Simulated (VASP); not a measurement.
# Zn (P6_3/mmc) in VASP: settings compared, part 2 of 2

VASP 6.6.1.

## 3. Relaxation of cell and atoms, r2SCAN

The input, POSCAR:

```
Zn
1.0
    2.6700000000      0.0000000000      0.0000000000
   -1.3350000000      2.3122878281      0.0000000000
    0.0000000000      0.0000000000      4.9660000000
Zn
2
Direct
    0.6666666667      0.3333333333      0.7500000000
    0.3333333333      0.6666666667      0.2500000000
```

The input, INCAR.step1:

```
SYSTEM = Zn
PREC = Accurate ; ENCUT = 600
ISMEAR = -1 ; SIGMA = 0.05
LREAL = .FALSE. ; LASPH = .TRUE.
NELM = 80 ; GGA = PE
ALGO = Normal ; EDIFF = 1E-4
LWAVE = .TRUE. ; LCHARG = .FALSE.
```

The input, INCAR.step2:

```
SYSTEM = Zn
PREC = Accurate ; ENCUT = 600
EDIFF = 1E-6 ; ISMEAR = -1
SIGMA = 0.05 ; LREAL = .FALSE.
LASPH = .TRUE. ; NELM = 80
ALGO = Normal ; ISIF = 3
LWAVE = .FALSE. ; LCHARG = .FALSE.
METAGGA = R2SCAN ; LMIXTAU = .TRUE.
IBRION = 2 ; NSW = 60
EDIFFG = -0.01 ; ISTART = 1
```

The input, KPOINTS:

```
Automatic mesh
0
G
  11 11 6
  0 0 0
```

Potentials or basis: VASP PAW PBE potentials, release 64 (Zn).

The run is started by

```sh
$ cat potpaw_PBE.64/Zn/POTCAR > POTCAR
$ cp INCAR.step1 INCAR
$ mpirun -np 1 vasp_std > vasp.out
$ cp INCAR.step2 INCAR
$ mpirun -np 1 vasp_std > vasp.out
```

OUTCAR:

```text
SYSTEM = Zn
   PREC = Accurate
   ENCUT = 600
   EDIFF = 1E-6
   ISMEAR = -1
   LREAL = .FALSE.
   LASPH = .TRUE.
   NELM = 80
   ISIF = 3
   METAGGA = R2SCAN
   IBRION = 2
   NSW = 60
   EDIFFG = -0.01
   ISTART = 1

 ion  position               nearest neighbor table
   1  0.667  0.333  0.750-   2 2.92   2 2.92   2 2.92   2 2.92   2 2.92   2 2.92
   2  0.333  0.667  0.250-   1 2.92   1 2.92   1 2.92   1 2.92   1 2.92   1 2.92

  LATTYP: Found a hexagonal cell.
 ALAT       =     2.6700000000
 C/A-ratio  =     1.8599250936

  Lattice vectors:

 A1 = (   2.6700000000,   0.0000000000,   0.0000000000)
 A2 = (  -1.3350000000,   2.3122878281,   0.0000000000)
 A3 = (   0.0000000000,   0.0000000000,   4.9660000000)

Analysis of symmetry for initial positions (statically):
=====================================================================
 Subroutine PRICEL returns:
 Original cell was already a primitive cell.

 Routine SETGRP: Setting up the symmetry group for a
 hexagonal supercell.

 Subroutine GETGRP returns: Found 24 space group operations
 (whereof 12 operations were pure point group operations)
 out of a pool of 24 trial point group operations.

The static configuration has the point symmetry D_3d.
 The point group associated with its full space group is D_6h.

Analysis of symmetry for dynamics (positions and initial velocities):
=====================================================================
 Subroutine PRICEL returns:
 Original cell was already a primitive cell.

 Routine SETGRP: Setting up the symmetry group for a
 hexagonal supercell.

 Subroutine GETGRP returns: Found 24 space group operations
 (whereof 12 operations were pure point group operations)
 out of a pool of 24 trial point group operations.

The dynamic configuration has the point symmetry D_3d.
 The point group associated with its full space group is D_6h.

 Subroutine INISYM returns: Found 24 space group operations
 (whereof 12 operations are pure point group operations),
 and found     1 'primitive' translations

----------------------------------------------------------------------------------------

                                     Primitive cell

  volume of cell :      30.6591

  direct lattice vectors                    reciprocal lattice vectors
     2.670000000  0.000000000  0.000000000     0.374531835  0.216236056  0.000000000
    -1.335000000  2.312287828  0.000000000     0.000000000  0.432472112  0.000000000
     0.000000000  0.000000000  4.966000000     0.000000000  0.000000000  0.201369311

  length of vectors
     2.670000000  2.670000000  4.966000000     0.432472112  0.432472112  0.201369311

  position of ions in fractional coordinates (direct lattice)
     0.666666667  0.333333333  0.750000000
     0.333333333  0.666666667  0.250000000

  ion indices of the primitive-cell ions
[... 63 lines left out ...]
   NGX,Y,Z   is equivalent  to a cutoff of  14.94, 14.94, 13.39 a.u.
   NGXF,Y,Z  is equivalent  to a cutoff of  29.89, 29.89, 26.78 a.u.
 SYSTEM =  Zn
   PREC   = accura    normal or accurate (medium, high low for compatibility)
   ISTART =      1    job   : 0-new  1-cont  2-samecut
   ICHARG =      0    charge: 1-file 2-atom 10-const
   ISPIN  =      1    spin polarized calculation?
   LNONCOLLINEAR =      F non collinear calculations
   LSORBIT =      F    spin-orbit coupling
   LASPH  =      T    aspherical Exc in radial PAW
   ENCUT  =  600.0 eV  44.10 Ry    6.64 a.u.   5.33  5.33  9.92*2*pi/ulx,y,z
   NELM   =     80;   NELMIN=  2; NELMDL=  0     # of ELM steps
   EDIFF  = 0.1E-05   stopping-criterion for ELM
   LREAL  =      F    real-space projection
   EDIFFG = -.1E-01   stopping-criterion for IOM
   NSW    =     60    number of steps for IOM
   IBRION =      2    ionic relax: 0-MD 1-quasi-New 2-CG
   NFREE  =      1    steps in history (QN), initial steepest desc. (CG)
   ISIF   =      3    stress and relaxation
   ISYM   =      2    0-nonsym 1-usesym 2-fastsym
   POTIM  = 0.5000    time-step for ionic-motion
   TEBEG  =    0.0;   TEEND  =   0.0 temperature during run
   PSTRESS=    0.0 pullay stress
   NELECT =      24.0000    total number of electrons
   NUPDOWN=      -1.0000    fix difference up-down
   EMIN   =  10.00;   EMAX   =-10.00  energy-range for DOS
   EFERMI =   0.00;   METHOD = LEGACY
   ISMEAR =    -1;   SIGMA  =   0.05  broadening in eV -4-tet -1-fermi 0-gaus
   EFERMI_NEDOS =   21; number of points for ismear=-14 and -15
   IALGO  =     38    algorithm
   IMIX   =      4    mixing-type and parameters
     AMIX     =   0.40;   BMIX     =  1.00
     AMIX_MAG =   1.60;   BMIX_MAG =  1.00
  volume/ion in A,a.u.               =      15.33       103.45
  Fermi-wavevector in a.u.,A,eV,Ry     =   1.508778  2.851177 30.972445  2.276410
  Thomas-Fermi vector in A             =   2.619187
   LORBIT       =      0    0 simple, 1 ext, 2 COOP (PROOUT), +10 PAW based schemes
   METAGGA = R2SCAN    functional components
   LHFCALC =     F    Hartree Fock is set to
   AEXX    =    0.0000 exact exchange contribution
   IVDW    =     0    specifies the selected vdW correction
   LEPSILON=     F    determine dielectric tensor
   LRPA    =     F    only Hartree local field effects (RPA)
 conjugate gradient relaxation of ions
 non-spin polarized calculation
  energy-cutoff  :      600.00
  volume of cell :       30.66
 maximum number of plane-waves:      1052
 NGX is ok and might be reduce to    24
   NGX = 11   NGY = 11   NGZ = 19

--------------------------------------- Ionic step        1  -------------------------------------------

 number of electron      24.0000003 magnetization

 Free energy of the ion-electron system (eV)
  ---------------------------------------------------
  ext. energy  EPLUGINS =         0.00000000
  ---------------------------------------------------
  free energy    TOTEN  =       -17.75983074 eV

  energy without entropy =      -17.75564203  energy(sigma->0) =      -17.75773639

------------------------ aborting loop because EDIFF is reached ----------------------------------------

  FORCE on cell =-STRESS in cart. coord.  units (eV):
  Direction    XX          YY          ZZ          XY          YZ          ZX
  --------------------------------------------------------------------------------------
  -------------------------------------------------------------------------------------
  Total       -0.8401710     -0.8401710     -0.8429363     -0.0000000      0.0000000      0.0000000
  in kB      -43.9054453    -43.9054453    -44.0499547     -0.0000000      0.0000000      0.0000000
  external PRESSURE =     -43.9536151 kB  Pullay stress =       0.0000000 kB
[... 89 lines left out ...]
  FREE ENERGIE OF THE ION-ELECTRON SYSTEM (eV)
  ---------------------------------------------------
  free  energy   TOTEN  =       -17.7869232540 eV

  energy  without entropy=      -17.7829443203  energy(sigma->0) =      -17.78493379

[... ionic steps 4 to 14 ...]

--------------------------------------- Ionic step       15  -------------------------------------------

 number of electron      24.0000002 magnetization

------------------------ aborting loop because EDIFF is reached ----------------------------------------
[... 67 lines left out ...]
--------------------------------------- Ionic step       17  -------------------------------------------

 number of electron      23.9999999 magnetization

 Free energy of the ion-electron system (eV)
  ---------------------------------------------------
  ext. energy  EPLUGINS =         0.00000000
  ---------------------------------------------------
  free energy    TOTEN  =       -17.81593464 eV

  energy without entropy =      -17.81369413  energy(sigma->0) =      -17.81481439

 E-fermi :   3.7034     XC(G=0): -13.1002

 val. band max:        3.6898686543   @ k =   0.4545   0.0000   0.3333
 cond. band min:       3.8235481653   @ k =   0.1818   0.1818   0.0000
 fundamental gap:      0.1336795110
 Fermi energy:         3.7033538148

 k-point     1 :       0.0000    0.0000    0.0000
  band No.  band energies     occupation
      1      -7.9612      2.00000
      2      -5.5890      2.00000
      3      -4.7122      2.00000
      4      -4.6407      2.00000
      5      -4.6406      2.00000
      6      -4.5420      2.00000
[... 433 lines left out ...]
      3      -4.8757      2.00000
      4      -4.8023      2.00000
      5      -4.6848      2.00000
      6      -4.5298      2.00000
[... 8 lines left out ...]
     15      13.4036      0.00000
     16      16.3114      0.00000

 [... further k-points ...]

------------------------ aborting loop because EDIFF is reached ----------------------------------------

  FORCE on cell =-STRESS in cart. coord.  units (eV):
  Direction    XX          YY          ZZ          XY          YZ          ZX
  --------------------------------------------------------------------------------------
  -------------------------------------------------------------------------------------
  Total        0.0127458      0.0127458      0.0161129     -0.0000000     -0.0000000      0.0000000
  in kB        0.7206876      0.7206876      0.9110741     -0.0000000     -0.0000000      0.0000000
  external PRESSURE =       0.7841498 kB  Pullay stress =       0.0000000 kB
[... 17 lines left out ...]
  FREE ENERGIE OF THE ION-ELECTRON SYSTEM (eV)
  ---------------------------------------------------
  free  energy   TOTEN  =       -17.8159346444 eV

  energy  without entropy=      -17.8136941282  energy(sigma->0) =      -17.81481439

 reached required accuracy - stopping structural energy minimisation
```

Wall time 11 min (1 thread of Intel Xeon 6975P-C (Granite Rapids), shared host); peak memory 0.19 GiB.

What came out:

| Item | Value |
| --- | --- |
| Free energy | -17.8159 eV |
| Relaxed volume | 14.17 Å³/atom |
| Relaxed cell | a = 2.707 Å, b = 2.707 Å, c = 4.465 Å, α = 90.00°, β = 90.00°, γ = 120.00° |
| Space group after relaxing (to 0.1 Å) | P6_3/mmc (No. 194) |
| Energy gained by relaxing | 28.1 meV/atom |
| Ionic steps | 17 |
| Pressure after relaxing | 0.1 GPa |
| Band gap on the k mesh | zero (bands 12 and 13 overlap by 2.97 eV) |

Step by step:
| step | energy change (eV) | largest force (eV/Å) | pressure (GPa) | volume (Å³) |
| --- | --- | --- | --- | --- |
| 1 | 0.0000 | 0.0000 | -4.40 | 30.66 |
| 2 | -0.0271 | 0.0000 | 0.31 | 28.83 |
| 3 | -0.0271 | 0.0000 | 0.02 | 28.91 |
| 4 | -0.0305 | 0.0000 | 0.07 | 28.81 |
| 5 | -0.0399 | 0.0000 | 0.38 | 28.48 |
| 6 | -0.0520 | 0.0000 | 2.01 | 27.76 |
| 7 | 0.0892 | 0.0000 | 10.40 | 26.12 |
| 8 | -0.0520 | 0.0000 | 2.36 | 27.69 |
| 9 | -0.0522 | 0.0000 | 2.04 | 27.72 |
| 10 | -0.0539 | 0.0000 | 1.80 | 27.85 |
| 11 | -0.0540 | 0.0000 | 1.62 | 27.91 |
| 12 | -0.0554 | 0.0000 | 0.92 | 28.09 |
| 13 | -0.0561 | 0.0000 | 0.02 | 28.34 |
| 14 | -0.0560 | 0.0000 | -0.09 | 28.36 |
| 15 | -0.0560 | 0.0000 | 0.01 | 28.35 |
| 16 | -0.0561 | 0.0000 | 0.01 | 28.35 |
| 17 | -0.0561 | 0.0000 | 0.08 | 28.34 |

Final structure:
```yaml
crystal:
  lattice:
    - [2.70700, 0.00000, 0.00000]
    - [-1.35350, 2.34433, 0.00000]
    - [0.00000, 0.00000, 4.46501]
  atoms:
    - { symbol: Zn, position: [0.66667, 0.33333, 0.75000] }
    - { symbol: Zn, position: [0.33333, 0.66667, 0.25000] }
```

Caveat: the PAW data sets were made with another functional, which shifts forces and pressure a little.

The gap in the log of VASP goes by the Fermi energy; the results here count the filled bands.